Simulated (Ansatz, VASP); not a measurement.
Si4Cl: VASP beside Ansatz

```
Si Cl
1.0
     7.66719    0.00000    0.00000
     0.00000    5.42152    0.00000
     0.00000    0.00000   25.44421
Si Cl
16 4
Direct
  0.25000 0.00000 0.38098
  0.75000 0.00000 0.38098
  0.50000 0.25000 0.38098
  0.00000 0.25000 0.38098
  0.50000 0.50000 0.45632
  0.00000 0.50000 0.45632
  0.75000 0.75000 0.45632
  0.25000 0.75000 0.45632
  0.75164 0.00417 0.53074
  0.24836 0.00417 0.53074
  0.00000 0.25051 0.53049
  0.50000 0.24145 0.53092
  0.00000 0.49873 0.60600
  0.50000 0.51257 0.60156
  0.24991 0.74072 0.60255
  0.75009 0.74072 0.60255
  0.25070 0.86097 0.30586
  0.74930 0.86097 0.30586
  0.50000 0.39523 0.30646
  0.00000 0.39751 0.30680
```

Alike in both runs: task single point; functional PBE; dispersion D3(BJ); k mesh 2 × 3 × 1; occupations gaussian, width 0.05 eV; no spin polarisation.

|  | VASP | Ansatz |
| --- | --- | --- |
| version | VASP 6.6.1 | Ansatz 0.2.0 |
| potentials or method | VASP PAW PBE potentials, release 64 (Si, Cl), cutoff 520 eV | scalar-relativistic, plane waves, PAW |
| valence electrons in the cell | 92 | 92 |

Ansatz gave:

```
gap on the k mesh at the Fermi level (eV) : none
rms of the force components (eV/Å)        : 0.218
```

**Question.** Which values does VASP return?

**Answer.** gap on the k mesh at the Fermi level (eV): none; rms of the force components (eV/Å): 0.214.

Atom by atom the forces differ by 0.017 eV/Å (rms over components). A gap of «none» marks a metal or a gap that the smearing closes.

The k mesh is coarse, so the values compare programs but aren't converged.
